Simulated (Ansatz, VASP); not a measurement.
**One calculation of Pb, two programs**

File INCAR:

```
SYSTEM = Pb
PREC = Accurate ; ENCUT = 520
EDIFF = 1E-7 ; ISMEAR = 0
SIGMA = 0.15 ; LREAL = .FALSE.
LASPH = .TRUE. ; NELM = 60
ALGO = Fast ; ISIF = 2
LWAVE = .FALSE. ; LCHARG = .FALSE.
GGA = PE ; NBANDS = 13
```

KPOINTS

```
Automatic mesh
0
G
  16 16 16
  0 0 0
```

Contents of POSCAR:

```
Pb
1.0
    0.0000000000      2.4142295000      2.4698000000
    2.5253705000      0.0000000000      2.4698000000
    2.5253705000      2.4142295000      0.0000000000
Pb
1
Direct
    0.0000000000      0.0000000000      0.0000000000
```

Input for Ansatz:

```yaml
crystal:
  lattice:
    - [0.0, 2.4142295, 2.4698]
    - [2.5253705, 0.0, 2.4698]
    - [2.5253705, 2.4142295, 0.0]
  atoms:
    - { symbol: Pb, position: [0.0, 0.0, 0.0] }
basis:
  ecutwfc: 420
kpoints:
  mp_grid: { grid: [16, 16, 16] }
hamiltonian:
  xc: pbe
scf:
  occupations: { method: gaussian, width: 0.15 }
output:
  forces: true
  stress: true
  eigenvalues: true
```

Change from the starting cell: strain +0.0225 x Voigt [1, -1, 0, 0, 0, 0], atoms carried along.

Alike in both runs: task single point; functional PBE; k mesh 16 × 16 × 16; occupations gaussian, width 0.15 eV; no spin polarisation.

```csv
,VASP,Ansatz
version,VASP 6.6.1,Ansatz 0.2.0
potentials or method,"VASP PAW PBE potentials, release 64 (Pb_d), cutoff 520 eV","scalar-relativistic, plane waves, PAW"
valence electrons in the cell,14,14
```

|  | VASP | Ansatz | Ansatz less VASP |
| --- | --- | --- | --- |
| gap on the k mesh at the Fermi level (eV) | none | none | - |
| pressure (GPa) | 2.7 | 2.7 | +0.05 |
| traceless stress, the component that is largest in VASP (GPa) | 0.50 | 0.50 | -0.002 |

A gap of «none» marks a metal or a gap that the smearing closes.

Neither program's run includes spin-orbit coupling.
